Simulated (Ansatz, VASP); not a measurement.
**KCl: VASP beside Ansatz**

INCAR

```
  PREC = Accurate
  ENCUT = 520
  EDIFF = 1E-6
  ISMEAR = -1
  SIGMA = 0.03
  LREAL = False
  LASPH = True
  NELM = 60
  ALGO = Normal
  ISIF = 2
  LWAVE = False
  LCHARG = False
  NBANDS = 15
```

Contents of KPOINTS:

```
regular mesh
0
Gamma
  7 7 7
```

File POSCAR:

```
KCl
1.0
    0.0631220000      3.1876610000      3.1876610000
    3.1876610000      0.0631220000      3.1876610000
    3.1876610000      3.1876610000      0.0631220000
K Cl
1 1
Direct
    0.0000000000      0.0000000000      0.0000000000
    0.5000000000      0.5000000000      0.5000000000
```

Input for Ansatz:

```yaml
crystal:
  lattice:
    - [0.063122, 3.187661, 3.187661]
    - [3.187661, 0.063122, 3.187661]
    - [3.187661, 3.187661, 0.063122]
  atoms:
    - { symbol: K, position: [0.0, 0.0, 0.0] }
    - { symbol: Cl, position: [0.5, 0.5, 0.5] }
kpoints:
  mp_grid: { grid: [7, 7, 7] }
  band_path:
    path:
      - [0.0, 0.0, 0.0]
      - [0.5, 0.5, 0.5]
      - [0.2451701269, 0.5, 0.7548298731]
      - [-0.2451701269, 0.2451701269, 0.5]
      - [0.0, 0.0, 0.5]
      - [0.0, 0.0, 0.0]
      - [-0.3725850634, 0.0, 0.3725850634]
      - [0.0, 0.3725850634, 0.6274149366]
      - [0.0, 0.5, 0.5]
    npoints: 5
scf:
  occupations: { method: fermi_dirac, width: 0.03 }
hamiltonian:
  xc: lda
  pseudopotentials: { kind: all_electron, lapw: { basis_error: 0.001 } }
output:
  forces: true
  stress: true
  eigenvalues: true
```

Change from the starting cell: equal xy, yz and zx shear strains of +2 %.

Alike in both runs: task single point; functional LDA; k mesh 7 × 7 × 7; occupations fermi-dirac, width 0.03 eV; no spin polarisation.

|  | VASP | Ansatz |
| --- | --- | --- |
| version | VASP 6.6.1 | Ansatz 0.2.0 |
| potentials or method | VASP PAW LDA potentials, release 64 (K_sv, Cl), cutoff 520 eV | all-electron LAPW, scalar-relativistic |

```tsv
	VASP	Ansatz	Ansatz less VASP
gap on the k mesh at the Fermi level (eV)	4.69	4.69	-0.003
pressure (GPa)	-2.1	-2.1	-0.03
traceless stress, the component that is largest in VASP (GPa)	-0.15	-0.15	-0.002
```

LDA's correlation is that of Perdew and Zunger in VASP and of Perdew and Wang (1992) in Ansatz. Ansatz ran all-electron here, and VASP with PAW potentials.
